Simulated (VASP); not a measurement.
# LiCl (Pm-3m) in VASP: single point with PBEsol

Aim: the single point of LiCl with PBEsol.

All numbers are computed with VASP 6.6.1; they aren't measurements. Logs are shortened: lines on timing, memory, paths and dates and some standing lists are left out, and cuts for length are marked.

### Step 1. The cell of the first run

Symmetry: Pm-3m, No. 221, cubic system. Conventional cell: a = 3.232 Å, b = 3.232 Å, c = 3.232 Å, α = 90.00°, β = 90.00°, γ = 90.00°. Within 3.7 Å of Li (site symmetry m-3m) lie 8 Cl at 2.80 Å and 6 Li at 3.23 Å. Cl (site symmetry m-3m) has 8 Li at 2.80 Å and 6 Cl at 3.23 Å within 3.7 Å.

### Step 2. Single point, PBEsol (volume scaled by 1.000 of the coarse rest volume)

Contents of INCAR:

```
SYSTEM = LiCl
PREC = Accurate
ENCUT = 520
EDIFF = 1E-7
ISMEAR = 0
SIGMA = 0.02
LREAL = .FALSE.
LASPH = .TRUE.
NELM = 60
ALGO = Normal
ISIF = 2
LWAVE = .FALSE.
LCHARG = .FALSE.
GGA = PS
NBANDS = 12
```

Contents of KPOINTS:

```
regular mesh
0
G
  8 8 8
  0 0 0
```

Contents of POSCAR:

```
LiCl
1.0
    3.2324000000      0.0000000000      0.0000000000
    0.0000000000      3.2324000000      0.0000000000
    0.0000000000      0.0000000000      3.2324000000
Li Cl
1 1
Direct
    0.0000000000      0.0000000000      0.0000000000
    0.5000000000      0.5000000000      0.5000000000
```

Potentials or basis: VASP PAW PBE potentials, release 64 (Li_sv, Cl).

Launch:

```bash
> cat potpaw_PBE.64/Li_sv/POTCAR potpaw_PBE.64/Cl/POTCAR > POTCAR
> mpirun -np 1 vasp_std > vasp.out
```

OUTCAR:

```text
SYSTEM = LiCl
   PREC = Accurate
   ENCUT = 520
   EDIFF = 1E-7
   ISMEAR = 0
   LREAL = .FALSE.
   LASPH = .TRUE.
   NELM = 60
   ISIF = 2
   GGA = PS

 ion  position               nearest neighbor table
   1  0.000  0.000  0.000-
   2  0.500  0.500  0.500-

  LATTYP: Found a simple cubic cell.
 ALAT       =     3.2324000000

  Lattice vectors:

 A1 = (   3.2324000000,   0.0000000000,   0.0000000000)
 A2 = (   0.0000000000,   3.2324000000,   0.0000000000)
 A3 = (   0.0000000000,   0.0000000000,   3.2324000000)

Analysis of symmetry for initial positions (statically):
=====================================================================
 Subroutine PRICEL returns:
 Original cell was already a primitive cell.

 Routine SETGRP: Setting up the symmetry group for a
 simple cubic supercell.

 Subroutine GETGRP returns: Found 48 space group operations
 (whereof 48 operations were pure point group operations)
 out of a pool of 48 trial point group operations.

The static configuration has the point symmetry O_h .

Analysis of symmetry for dynamics (positions and initial velocities):
=====================================================================
 Subroutine PRICEL returns:
 Original cell was already a primitive cell.

 Routine SETGRP: Setting up the symmetry group for a
 simple cubic supercell.

 Subroutine GETGRP returns: Found 48 space group operations
 (whereof 48 operations were pure point group operations)
 out of a pool of 48 trial point group operations.

The dynamic configuration has the point symmetry O_h .

 Subroutine INISYM returns: Found 48 space group operations
 (whereof 48 operations are pure point group operations),
 and found     1 'primitive' translations

----------------------------------------------------------------------------------------

                                     Primitive cell

  volume of cell :      33.7734

  direct lattice vectors                    reciprocal lattice vectors
     3.232400000  0.000000000  0.000000000     0.309367653  0.000000000  0.000000000
     0.000000000  3.232400000  0.000000000     0.000000000  0.309367653  0.000000000
     0.000000000  0.000000000  3.232400000     0.000000000  0.000000000  0.309367653

  length of vectors
     3.232400000  3.232400000  3.232400000     0.309367653  0.309367653  0.309367653

  position of ions in fractional coordinates (direct lattice)
     0.000000000  0.000000000  0.000000000
     0.500000000  0.500000000  0.500000000

  ion indices of the primitive-cell ions
   primitive index   ion index
                 1           1
                 2           2

----------------------------------------------------------------------------------------

 KPOINTS: regular mesh

Automatic generation of k-mesh.
 Grid dimensions read from file:
 generate k-points for:    8    8    8

 Generating k-lattice:

  Cartesian coordinates                     Fractional coordinates (reciprocal lattice)
     0.038670957  0.000000000  0.000000000     0.125000000  0.000000000  0.000000000
     0.000000000  0.038670957  0.000000000     0.000000000  0.125000000  0.000000000
     0.000000000  0.000000000  0.038670957     0.000000000  0.000000000  0.125000000

  Length of vectors
     0.038670957  0.038670957  0.038670957

  Shift w.r.t. Gamma in fractional coordinates (k-lattice)
     0.000000000  0.000000000  0.000000000

 Subroutine IBZKPT returns following result:
 ===========================================

 Found     35 irreducible k-points:

 Following reciprocal coordinates:
            Coordinates               Weight
  0.000000  0.000000  0.000000      1.000000
  0.125000  0.000000  0.000000      6.000000
  0.250000  0.000000  0.000000      6.000000
  0.375000  0.000000  0.000000      6.000000
  0.500000  0.000000  0.000000      3.000000
  0.125000  0.125000  0.000000     12.000000
[... 16 lines left out ...]
  0.375000  0.375000  0.125000     24.000000
  0.500000  0.375000  0.125000     24.000000
 [... further k-points ...]
   k-points           NKPTS =     35   k-points in BZ     NKDIM =     35   number of bands    NBANDS=     12
   number of dos      NEDOS =    301   number of ions     NIONS =      2
   total plane-waves  NPLWV =  13824
   dimension x,y,z NGX =    24 NGY =   24 NGZ =   24
   dimension x,y,z NGXF=    48 NGYF=   48 NGZF=   48
   ions per type =               1   1
   NGX,Y,Z   is equivalent  to a cutoff of  12.34, 12.34, 12.34 a.u.
   NGXF,Y,Z  is equivalent  to a cutoff of  24.69, 24.69, 24.69 a.u.
 SYSTEM =  LiCl
   PREC   = accura    normal or accurate (medium, high low for compatibility)
   ISTART =      0    job   : 0-new  1-cont  2-samecut
   ICHARG =      2    charge: 1-file 2-atom 10-const
   ISPIN  =      1    spin polarized calculation?
   LNONCOLLINEAR =      F non collinear calculations
   LSORBIT =      F    spin-orbit coupling
   LASPH  =      T    aspherical Exc in radial PAW
   ENCUT  =  520.0 eV  38.22 Ry    6.18 a.u.   6.01  6.01  6.01*2*pi/ulx,y,z
   NELM   =     60;   NELMIN=  2; NELMDL= -5     # of ELM steps
   EDIFF  = 0.1E-06   stopping-criterion for ELM
   LREAL  =      F    real-space projection
   EDIFFG = 0.1E-05   stopping-criterion for IOM
   NSW    =      0    number of steps for IOM
   IBRION =     -1    ionic relax: 0-MD 1-quasi-New 2-CG
   NFREE  =      0    steps in history (QN), initial steepest desc. (CG)
   ISIF   =      2    stress and relaxation
   ISYM   =      2    0-nonsym 1-usesym 2-fastsym
   POTIM  = 0.5000    time-step for ionic-motion
   TEBEG  =    0.0;   TEEND  =   0.0 temperature during run
   PSTRESS=    0.0 pullay stress
   NELECT =      10.0000    total number of electrons
   NUPDOWN=      -1.0000    fix difference up-down
   EMIN   =  10.00;   EMAX   =-10.00  energy-range for DOS
   EFERMI =   0.00;   METHOD = LEGACY
   ISMEAR =     0;   SIGMA  =   0.02  broadening in eV -4-tet -1-fermi 0-gaus
   EFERMI_NEDOS =   21; number of points for ismear=-14 and -15
   IALGO  =     38    algorithm
   IMIX   =      4    mixing-type and parameters
     AMIX     =   0.40;   BMIX     =  1.00
     AMIX_MAG =   1.60;   BMIX_MAG =  1.00
  volume/ion in A,a.u.               =      16.89       113.96
  Fermi-wavevector in a.u.,A,eV,Ry     =   1.091147  2.061968 16.199106  1.190601
  Thomas-Fermi vector in A             =   2.227386
   LORBIT       =      0    0 simple, 1 ext, 2 COOP (PROOUT), +10 PAW based schemes
   GGA     = PS    functional components
   LHFCALC =     F    Hartree Fock is set to
   AEXX    =    0.0000 exact exchange contribution
   IVDW    =     0    specifies the selected vdW correction
   LEPSILON=     F    determine dielectric tensor
   LRPA    =     F    only Hartree local field effects (RPA)
 non-spin polarized calculation
 Gauss-broadening in eV      SIGMA  =   0.02
  energy-cutoff  :      520.00
  volume of cell :       33.77
 maximum number of plane-waves:       926
   NGX = 13   NGY = 13   NGZ = 13

 number of electron      10.0000000 magnetization

 number of electron       9.9999996 magnetization

 Free energy of the ion-electron system (eV)
  ---------------------------------------------------
  ext. energy  EPLUGINS =         0.00000000
  ---------------------------------------------------
  free energy    TOTEN  =        -7.10087743 eV

  energy without entropy =       -7.10087743  energy(sigma->0) =       -7.10087743

 E-fermi :   2.0671     XC(G=0):  -8.9276

 val. band max:        1.8178322004   @ k =   0.5000   0.5000   0.0000
 cond. band min:       6.2355322381   @ k =   0.0000   0.0000   0.0000
 fundamental gap:      4.4177000378
 Fermi energy:         2.0671172536

 k-point     1 :       0.0000    0.0000    0.0000
  band No.  band energies     occupation
      1     -42.7503      2.00000
      2     -12.6038      2.00000
      3       0.9338      2.00000
      4       0.9338      2.00000
      5       0.9338      2.00000
      6       6.2355      0.00000
      7      10.2689      0.00000
      8      10.2689      0.00000
      9      15.2022      0.00000
     10      15.2022      0.00000
     11      15.2022      0.00000
     12      18.9754      0.00000

 k-point     2 :       0.1250    0.0000    0.0000
  band No.  band energies     occupation
      1     -42.7497      2.00000
      2     -12.5293      2.00000
      3       0.2563      2.00000
      4       1.0021      2.00000
      5       1.0021      2.00000
      6       6.6250      0.00000
      7      10.4567      0.00000
      8      10.7173      0.00000
      9      14.5593      0.00000
     10      14.5593      0.00000
     11      15.2582      0.00000
     12      19.0891      0.00000

 k-point     3 :       0.2500    0.0000    0.0000
  band No.  band energies     occupation
      1     -42.7485      2.00000
      2     -12.3390      2.00000
      3      -1.0108      2.00000
      4       1.1752      2.00000
      5       1.1752      2.00000
      6       7.1578      0.00000
      7      10.9942      0.00000
      8      11.4265      0.00000
      9      13.3509      0.00000
     10      13.3509      0.00000
     11      16.1809      0.00000
     12      19.1143      0.00000
[... 286 lines left out ...]
 k-point    23 :       0.3750    0.3750    0.1250
  band No.  band energies     occupation
      1     -42.7441      2.00000
      2     -11.5883      2.00000
      3      -1.4376      2.00000
      4      -1.3601      2.00000
      5       1.1751      2.00000
      6       7.7335      0.00000
      7       9.9546      0.00000
      8      10.7102      0.00000
      9      13.2823      0.00000
     10      14.7029      0.00000
     11      16.3978      0.00000
     12      18.0917      0.00000

 k-point    24 :       0.5000    0.3750    0.1250
  band No.  band energies     occupation
      1     -42.7436      2.00000
      2     -11.4973      2.00000
      3      -1.7678      2.00000
      4      -1.2886      2.00000
      5       1.2578      2.00000
      6       7.2970      0.00000
      7      10.2573      0.00000
      8      10.4478      0.00000
      9      13.5574      0.00000
     10      14.6418      0.00000
     11      16.4256      0.00000
     12      17.4879      0.00000

 [... further k-points ...]

------------------------ aborting loop because EDIFF is reached ----------------------------------------

  FORCE on cell =-STRESS in cart. coord.  units (eV):
  Direction    XX          YY          ZZ          XY          YZ          ZX
  --------------------------------------------------------------------------------------
  -------------------------------------------------------------------------------------
  Total       -0.0329537     -0.0329537     -0.0329537      0.0000000      0.0000000      0.0000000
  in kB       -1.5632888     -1.5632888     -1.5632888      0.0000000      0.0000000      0.0000000
  external PRESSURE =      -1.5632888 kB  Pullay stress =       0.0000000 kB

 VOLUME and BASIS-vectors are now :
 -----------------------------------------------------------------------------
  energy-cutoff  :      520.00
  volume of cell :       33.77
      direct lattice vectors                 reciprocal lattice vectors
     3.232400000  0.000000000  0.000000000     0.309367653  0.000000000  0.000000000
     0.000000000  3.232400000  0.000000000     0.000000000  0.309367653  0.000000000
     0.000000000  0.000000000  3.232400000     0.000000000  0.000000000  0.309367653

 POSITION                                       TOTAL-FORCE (eV/Angst)
 -----------------------------------------------------------------------------------
      0.00000      0.00000      0.00000         0.000000      0.000000      0.000000
      1.61620      1.61620      1.61620         0.000000      0.000000      0.000000
 -----------------------------------------------------------------------------------
    total drift:                                0.000000     -0.000000     -0.000000

  FREE ENERGIE OF THE ION-ELECTRON SYSTEM (eV)
  ---------------------------------------------------
  free  energy   TOTEN  =        -7.1008774255 eV

  energy  without entropy=       -7.1008774255  energy(sigma->0) =       -7.10087743
```

Wall time 20 s (1 thread of AMD EPYC 7R13, shared host); peak memory 0.11 GiB.

What came out:

```yaml
Free_energy: -7.1009 eV
Band_gap_on_the_k_mesh: 4.42 eV, indirect (least direct gap 5.04 eV)
```

Caveat: the cutoff is under 1.25 times the usual one of these potentials, so pressure, stress and relaxed cells hold a basis-set (Pulay) error; the PAW data sets were made with another functional, which shifts forces and pressure a little. A k mesh can miss the band edges.
